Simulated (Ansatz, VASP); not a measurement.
# One calculation of SnSe, two programs

```
CELL_PARAMETERS angstrom
0.00000 2.97276 -2.97276
5.94551 0.00000 0.00000
-2.97276 -5.94551 -2.97276
ATOMIC_POSITIONS crystal
Sn 0.00000 0.00000 0.00000
Sn 0.33333 0.33333 0.66667
Sn 0.66667 0.66667 0.33333
Se 0.00000 0.50000 0.00000
Se 0.33333 0.83333 0.66667
Se 0.66667 0.16667 0.33333
```

Alike in both runs: functional PBEsol; k mesh 10 × 10 × 10; occupations gaussian, width 0.01 eV; no spin polarisation.

Ansatz relaxed the structure, and its values are those at the end. VASP's run is a single point on that final structure, the one shown.

```csv
,VASP,Ansatz
version,VASP 6.6.1,Ansatz 0.2.0
potentials or method,"VASP PAW PBE potentials, release 64 (Sn_d, Se), cutoff 500 eV","scalar-relativistic, plane waves, PAW"
valence electrons in the cell,60,90
```

```tsv
	VASP	Ansatz	Ansatz less VASP
gap on the k mesh at the Fermi level (eV)	none	none	-
pressure (GPa)	0.1	0.1	-0.02
```

VASP's potentials were made for PBE, not for PBEsol. A gap of «none» marks a metal or a gap that the smearing closes. The functional is the same, so the differences come from potentials, cutoffs and numerics. VASP's potentials hold 60 valence electrons a cell and Ansatz's 90, so a difference there can come from the potentials and not from the codes.
